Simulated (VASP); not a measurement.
Here is a VASP 6.6.1 calculation.

File INCAR:

```
SYSTEM = SnO2
PREC = Accurate
ENCUT = 520
EDIFF = 1E-7
ISMEAR = -1
SIGMA = 0.03
LREAL = .False.
LASPH = .True.
NELM = 100
ALGO = Normal
ISIF = 2
LWAVE = .False.
LCHARG = .False.
GGA = CA
NBANDS = 35
```

Contents of KPOINTS:

```
regular mesh
0
Gamma
  4 4 6
  0 0 0
```

POSCAR

```
SnO2
1.0
    4.6733239081      0.0000000000      0.0000000000
    0.0000000000      4.6733239081      0.0000000000
    0.0000000000      0.0000000000      3.1433352615
Sn O
2 4
Direct
    0.0000000000      0.0000000000      0.0000000000
    0.5000000000      0.5000000000      0.5000000000
    0.3056200000      0.3056200000      0.0000000000
    0.1943800000      0.8056200000      0.5000000000
    0.6943800000      0.6943800000      0.0000000000
    0.8056200000      0.1943800000      0.5000000000
```

Potentials or basis: VASP PAW LDA potentials, release 64 (Sn_d, O).

Run with:

```bash
$ cat potpaw_LDA.64/Sn_d/POTCAR potpaw_LDA.64/O/POTCAR > POTCAR
$ mpirun -np 1 vasp_std > vasp.out
```

Task: Estimate the pressure.

Result: 9.7 GPa.

Task: Predict the largest force.

Result: 0.099 eV/Å.

Task: Estimate the band gap on the k mesh.

Result: 1.63 eV, direct.

Stress tensor (GPa, compression positive):
```
 8.50  0.00  0.00
 0.00  8.50  0.00
 0.00  0.00 12.24
```

Caveat: spin-orbit coupling is left out, which moves the levels of the heavy elements.
